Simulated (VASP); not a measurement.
# SiNi2 (P6_3/mmc) in VASP: single point with PBE

Aim: the single point of SiNi2 with PBE.

Everything below comes from runs of VASP 6.6.1. Logs are shortened: lines on timing, memory, paths and dates and some standing lists are left out, and cuts for length are marked.

### 1 The cell of the first run

Symmetry: P6_3/mmc, No. 194, hexagonal system. The conventional cell has a = 3.912 Å, b = 3.912 Å, c = 4.991 Å, α = 90.00°, β = 90.00°, γ = 120.00°. Si (site symmetry -6m2) has 11 Ni at 2.26 to 2.58 Å within 3.0 Å. Within 3.3 Å of Ni (site symmetry -3m) lie 8 Ni at 2.50 to 2.58 Å and 6 Si at 2.58 Å. Within 3.0 Å of Ni (site symmetry -6m2) lie 5 Si at 2.26 to 2.50 Å and 6 Ni at 2.58 Å.

### 2 Single point, PBE

File INCAR:

```
SYSTEM = SiNi2
ALGO = Fast
EDIFF = 1E-6
ENCUT = 520
GGA = PE
ISIF = 2
ISMEAR = -1
LASPH = .TRUE.
LCHARG = .FALSE.
LREAL = Auto
LWAVE = .FALSE.
NBANDS = 168
NELM = 60
PREC = Accurate
SIGMA = 0.05
```

File KPOINTS:

```
Automatic mesh
0
Gamma
  3 3 2
  0 0 0.5
```

File POSCAR:

```
SiNi2
1.0
    5.8678894296     -3.3878275418      0.0000000000
   -5.8678894296     -3.3878275418      0.0000000000
    0.0000000000      0.0000000000     -9.9829044386
Si Ni
12 24
Direct
    0.0000000000      0.3333333333      0.1250000000
    0.0000000000      0.3333333333      0.6250000000
    0.3333333333      0.0000000000      0.1250000000
    0.3333333333      0.0000000000      0.6250000000
    0.6666666667      0.6666666667      0.1250000000
    0.6666666667      0.6666666667      0.6250000000
    0.3333333333      0.3333333333      0.3750000000
    0.3333333333      0.3333333333      0.8750000000
    0.6666666667      1.0000000000      0.3750000000
    0.6666666667      1.0000000000      0.8750000000
    0.0000000000      0.6666666667      0.3750000000
    0.0000000000      0.6666666667      0.8750000000
    0.6666666667      0.3333333333      0.5000000000
    0.6666666667      0.3333333333      1.0000000000
    0.0000000000      1.0000000000      0.5000000000
    0.0000000000      1.0000000000      1.0000000000
    0.3333333333      0.6666666667      0.5000000000
    0.3333333333      0.6666666667      1.0000000000
    0.3333333333      0.6666666667      0.2500000000
    0.3333333333      0.6666666667      0.7500000000
    0.6666666667      0.3333333333      0.2500000000
    0.6666666667      0.3333333333      0.7500000000
    1.0000000000      1.0000000000      0.2500000000
    1.0000000000      1.0000000000      0.7500000000
    0.0000000000      0.3333333333      0.3750000000
    0.0000000000      0.3333333333      0.8750000000
    0.3333333333      0.0000000000      0.3750000000
    0.3333333333      0.0000000000      0.8750000000
    0.6666666667      0.6666666667      0.3750000000
    0.6666666667      0.6666666667      0.8750000000
    0.3333333333      0.3333333333      0.1250000000
    0.3333333333      0.3333333333      0.6250000000
    0.6666666667      1.0000000000      0.1250000000
    0.6666666667      1.0000000000      0.6250000000
    0.0000000000      0.6666666667      0.1250000000
    0.0000000000      0.6666666667      0.6250000000
```

Potentials or basis: VASP PAW PBE potentials, release 64 (Si, Ni).

Started as:

```sh
cat potpaw_PBE.64/Si/POTCAR potpaw_PBE.64/Ni/POTCAR > POTCAR
mpirun -np 1 vasp_std > vasp.out
```

OUTCAR:

```text
SYSTEM = SiNi2
   EDIFF = 1E-6
   ENCUT = 520
   GGA = PE
   ISIF = 2
   ISMEAR = -1
   LASPH = .TRUE.
   LREAL = Auto
   NELM = 60
   PREC = Accurate

 ion  position               nearest neighbor table
   1  0.000  0.333  0.125-  31 2.26  33 2.26  35 2.26  26 2.50  25 2.50  16 2.58  21 2.58  23 2.58
                            14 2.58  19 2.58  18 2.58
   2  0.000  0.333  0.625-  32 2.26  34 2.26  36 2.26  26 2.50  25 2.50  15 2.58  22 2.58  24 2.58
                            13 2.58  20 2.58  17 2.58
   3  0.333  0.000  0.125-  31 2.26  35 2.26  33 2.26  28 2.50  27 2.50  18 2.58  19 2.58  23 2.58
                            16 2.58  14 2.58  21 2.58
   4  0.333  0.000  0.625-  32 2.26  36 2.26  34 2.26  28 2.50  27 2.50  17 2.58  20 2.58  24 2.58
                            15 2.58  13 2.58  22 2.58
   5  0.667  0.667  0.125-  33 2.26  35 2.26  31 2.26  30 2.50  29 2.50  23 2.58  16 2.58  19 2.58
                            21 2.58  14 2.58  18 2.58
   6  0.667  0.667  0.625-  34 2.26  36 2.26  32 2.26  30 2.50  29 2.50  24 2.58  15 2.58  20 2.58
                            22 2.58  13 2.58  17 2.58
   7  0.333  0.333  0.375-  25 2.26  27 2.26  29 2.26  31 2.50  32 2.50  23 2.58  15 2.58  19 2.58
                            21 2.58  13 2.58  17 2.58
   8  0.333  0.333  0.875-  26 2.26  28 2.26  30 2.26  31 2.50  32 2.50  24 2.58  16 2.58  20 2.58
                            22 2.58  14 2.58  18 2.58
   9  0.667  0.000  0.375-  29 2.26  25 2.26  27 2.26  33 2.50  34 2.50  15 2.58  21 2.58  23 2.58
                            13 2.58  19 2.58  17 2.58
  10  0.667  0.000  0.875-  30 2.26  26 2.26  28 2.26  33 2.50  34 2.50  16 2.58  22 2.58  24 2.58
                            14 2.58  20 2.58  18 2.58
  11  0.000  0.667  0.375-  29 2.26  27 2.26  25 2.26  35 2.50  36 2.50  17 2.58  19 2.58  23 2.58
                            15 2.58  13 2.58  21 2.58
[... 55 lines left out ...]
  Lattice vectors:

 A1 = (   5.8678894296,  -3.3878275418,   0.0000000000)
 A2 = (  -5.8678894296,  -3.3878275418,   0.0000000000)
 A3 = (   0.0000000000,   0.0000000000,  -9.9829044386)

Analysis of symmetry for initial positions (statically):
=====================================================================
 Subroutine PRICEL returns following result:

  LATTYP: Found a hexagonal cell.
 ALAT       =     3.9119262872
 C/A-ratio  =     1.2759576364

  Lattice vectors:

 A1 = (  -1.9559631436,   3.3878275425,   0.0000000000)
 A2 = (   3.9119262866,  -0.0000000003,   0.0000000000)
 A3 = (   0.0000000000,   0.0000000000,  -4.9914522193)

   6 primitive cells build up your supercell.

 Routine SETGRP: Setting up the symmetry group for a
 hexagonal supercell.

 Subroutine GETGRP returns: Found 24 space group operations
 (whereof 12 operations were pure point group operations)
 out of a pool of 24 trial point group operations.

The static configuration has the point symmetry D_3d.
 The point group associated with its full space group is D_6h.

Analysis of symmetry for dynamics (positions and initial velocities):
=====================================================================
 Subroutine PRICEL returns following result:

  LATTYP: Found a hexagonal cell.
 ALAT       =     3.9119262872
 C/A-ratio  =     1.2759576364

  Lattice vectors:

 A1 = (  -1.9559631436,   3.3878275425,   0.0000000000)
 A2 = (   3.9119262866,  -0.0000000003,   0.0000000000)
 A3 = (   0.0000000000,   0.0000000000,  -4.9914522193)

   6 primitive cells build up your supercell.

 Routine SETGRP: Setting up the symmetry group for a
 hexagonal supercell.

 Subroutine GETGRP returns: Found 24 space group operations
 (whereof 12 operations were pure point group operations)
 out of a pool of 24 trial point group operations.

The dynamic configuration has the point symmetry D_3d.
 The point group associated with its full space group is D_6h.

 Subroutine INISYM returns: Found 24 space group operations
 (whereof 12 operations are pure point group operations),
 and found     6 'primitive' translations

----------------------------------------------------------------------------------------

                                     Primitive cell

  volume of cell :      66.1514

  direct lattice vectors                    reciprocal lattice vectors
    -1.955963144  3.387827542  0.000000000     0.000000000  0.295174411  0.000000000
     3.911926287 -0.000000000  0.000000000     0.255628539  0.147587206  0.000000000
     0.000000000  0.000000000 -4.991452219     0.000000000  0.000000000 -0.200342497

  length of vectors
     3.911926287  3.911926287  4.991452219     0.295174411  0.295174411  0.200342497

  position of ions in fractional coordinates (direct lattice)
     0.666666667  0.333333333  0.250000000
     0.333333333  0.666666667  0.750000000
     0.000000000  0.000000000  0.000000000
     0.000000000  0.000000000  0.500000000
     0.666666667  0.333333333  0.750000000
     0.333333333  0.666666667  0.250000000

  ion indices of the primitive-cell ions
   primitive index   ion index
                 1           1
                 2           7
                 3          14
                 4          21
                 5          25
                 6          31

----------------------------------------------------------------------------------------

 KPOINTS: Automatic mesh

Automatic generation of k-mesh.
 Grid dimensions read from file:
 generate k-points for:    3    3    2

 Generating k-lattice:

  Cartesian coordinates                     Fractional coordinates (reciprocal lattice)
     0.028403171 -0.049195735  0.000000000     0.333333333 -0.000000000  0.000000000
    -0.028403171 -0.049195735  0.000000000    -0.000000000  0.333333333  0.000000000
     0.000000000  0.000000000 -0.050085624     0.000000000  0.000000000  0.500000000

  Length of vectors
     0.056806342  0.056806342  0.050085624

  Shift w.r.t. Gamma in fractional coordinates (k-lattice)
     0.000000000  0.000000000  0.500000000

 Subroutine IBZKPT returns following result:
 ===========================================

 Found      3 irreducible k-points:

 Following reciprocal coordinates:
            Coordinates               Weight
  0.000000  0.000000  0.250000      2.000000
  0.333333 -0.000000  0.250000     12.000000
  0.333333  0.333333  0.250000      4.000000
   k-points           NKPTS =      3   k-points in BZ     NKDIM =      3   number of bands    NBANDS=    168
   number of dos      NEDOS =    301   number of ions     NIONS =     36
   total plane-waves  NPLWV = 200000
   dimension x,y,z NGX =    50 NGY =   50 NGZ =   80
   dimension x,y,z NGXF=   100 NGYF=  100 NGZF=  160
   ions per type =              12  24
   NGX,Y,Z   is equivalent  to a cutoff of  12.27, 12.27, 13.32 a.u.
   NGXF,Y,Z  is equivalent  to a cutoff of  24.54, 24.54, 26.64 a.u.
 SYSTEM =  SiNi2
   PREC   = accura    normal or accurate (medium, high low for compatibility)
   ISTART =      0    job   : 0-new  1-cont  2-samecut
   ICHARG =      2    charge: 1-file 2-atom 10-const
   ISPIN  =      1    spin polarized calculation?
   LNONCOLLINEAR =      F non collinear calculations
   LSORBIT =      F    spin-orbit coupling
   LASPH  =      T    aspherical Exc in radial PAW
   ENCUT  =  520.0 eV  38.22 Ry    6.18 a.u.  12.60 12.60 18.56*2*pi/ulx,y,z
   NELM   =     60;   NELMIN=  2; NELMDL= -5     # of ELM steps
   EDIFF  = 0.1E-05   stopping-criterion for ELM
   LREAL  =      T    real-space projection
   EDIFFG = 0.1E-04   stopping-criterion for IOM
   NSW    =      0    number of steps for IOM
   IBRION =     -1    ionic relax: 0-MD 1-quasi-New 2-CG
   NFREE  =      0    steps in history (QN), initial steepest desc. (CG)
   ISIF   =      2    stress and relaxation
   ISYM   =      2    0-nonsym 1-usesym 2-fastsym
   POTIM  = 0.5000    time-step for ionic-motion
   TEBEG  =    0.0;   TEEND  =   0.0 temperature during run
   PSTRESS=    0.0 pullay stress
   NELECT =     288.0000    total number of electrons
   NUPDOWN=      -1.0000    fix difference up-down
   EMIN   =  10.00;   EMAX   =-10.00  energy-range for DOS
   EFERMI =   0.00;   METHOD = LEGACY
   ISMEAR =    -1;   SIGMA  =   0.05  broadening in eV -4-tet -1-fermi 0-gaus
   EFERMI_NEDOS =   21; number of points for ismear=-14 and -15
   IALGO  =     68    algorithm
   IMIX   =      4    mixing-type and parameters
     AMIX     =   0.40;   BMIX     =  1.00
     AMIX_MAG =   1.60;   BMIX_MAG =  1.00
  volume/ion in A,a.u.               =      11.03        74.40
  Fermi-wavevector in a.u.,A,eV,Ry     =   1.471100  2.779976 29.444859  2.164136
  Thomas-Fermi vector in A             =   2.586277
   LORBIT       =      0    0 simple, 1 ext, 2 COOP (PROOUT), +10 PAW based schemes
   GGA     = PE    functional components
   LHFCALC =     F    Hartree Fock is set to
   AEXX    =    0.0000 exact exchange contribution
   IVDW    =     0    specifies the selected vdW correction
   LEPSILON=     F    determine dielectric tensor
   LRPA    =     F    only Hartree local field effects (RPA)
 non-spin polarized calculation
 RMM-DIIS sequential band-by-band and
  energy-cutoff  :      520.00
  volume of cell :      396.91
 maximum number of plane-waves:     10723
 NGX is ok and might be reduce to    50
   NGX = 25   NGY = 25   NGZ = 37

 number of electron     287.9999891 magnetization

 Free energy of the ion-electron system (eV)
  ---------------------------------------------------
  ext. energy  EPLUGINS =         0.00000000
  ---------------------------------------------------
  free energy    TOTEN  =      -214.65218850 eV

  energy without entropy =     -214.48469773  energy(sigma->0) =     -214.56844312

 E-fermi :  10.9971     XC(G=0): -12.8860

 val. band max:       10.9923920217   @ k =   0.3333  -0.0000   0.2500
 cond. band min:      11.1072044055   @ k =   0.3333  -0.0000   0.2500
 fundamental gap:      0.1148123838
 Fermi energy:        10.9971225009

 k-point     1 :       0.0000    0.0000    0.2500
  band No.  band energies     occupation
      1      -1.4245      2.00000
      2      -0.6978      2.00000
      3       0.6683      2.00000
      4       1.7775      2.00000
      5       1.7775      2.00000
      6       1.7775      2.00000
[... 466 lines left out ...]
    155      12.8496      0.00000
    156      12.8496      0.00000
 [bands above 156 left out]

------------------------ aborting loop because EDIFF is reached ----------------------------------------

  FORCE on cell =-STRESS in cart. coord.  units (eV):
  Direction    XX          YY          ZZ          XY          YZ          ZX
  --------------------------------------------------------------------------------------
  -------------------------------------------------------------------------------------
  Total       -0.6602787     -0.6602787      2.2921617      0.0000000      0.0000000     -0.0000000
  in kB       -2.6653103     -2.6653103      9.2526409      0.0000000      0.0000000     -0.0000000
  external PRESSURE =       1.3073401 kB  Pullay stress =       0.0000000 kB

 VOLUME and BASIS-vectors are now :
 -----------------------------------------------------------------------------
  energy-cutoff  :      520.00
  volume of cell :      396.91
      direct lattice vectors                 reciprocal lattice vectors
     5.867889430 -3.387827542  0.000000000     0.085209513 -0.147587206  0.000000000
    -5.867889430 -3.387827542  0.000000000    -0.085209513 -0.147587206  0.000000000
     0.000000000  0.000000000 -9.982904439     0.000000000  0.000000000 -0.100171248

 POSITION                                       TOTAL-FORCE (eV/Angst)
 -----------------------------------------------------------------------------------
     -1.95596     -1.12928     -1.24786        -0.000000      0.000000      0.000000
     -1.95596     -1.12928     -6.23932        -0.000000     -0.000000     -0.000000
      1.95596     -1.12928     -1.24786        -0.000000     -0.000000      0.000000
      1.95596     -1.12928     -6.23932        -0.000000      0.000000     -0.000000
      0.00000     -4.51710     -1.24786        -0.000000      0.000000      0.000000
      0.00000     -4.51710     -6.23932        -0.000000      0.000000     -0.000000
[... 28 lines left out ...]
     -3.91193     -2.25855     -1.24786        -0.000000     -0.000000     -0.000000
     -3.91193     -2.25855     -6.23932        -0.000000     -0.000000     -0.000000
 -----------------------------------------------------------------------------------
    total drift:                                0.000000     -0.000000      0.000000

  FREE ENERGIE OF THE ION-ELECTRON SYSTEM (eV)
  ---------------------------------------------------
  free  energy   TOTEN  =      -214.6521885036 eV

  energy  without entropy=     -214.4846977270  energy(sigma->0) =     -214.56844312
```

Wall time 11 min (1 thread of AMD EPYC 7R43 (Zen 3), shared host); peak memory 0.48 GiB.

Results:

* Free energy: -214.6522 eV
* Pressure: 0.1 GPa
* Band gap on the k mesh: zero (band 144 reaches 10.99 eV, above the bottom of band 145 at 10.74 eV)

Stress tensor (GPa, compression positive):
```
-0.27  0.00  0.00
 0.00 -0.27  0.00
 0.00  0.00  0.93
```

Levels at points of the mesh, in eV from the Fermi level:
```csv
k point,band 140,band 141,band 142,band 143,band 144,band 145,band 146,band 147,band 148,band 149
"(0.00, 0.00, 0.25)",-0.62,-0.20,-0.20,-0.20,-0.20,0.22,0.23,0.23,0.23,0.23
```

Spin polarisation is off, so any magnetic state and its effect on volume and gap are missing.
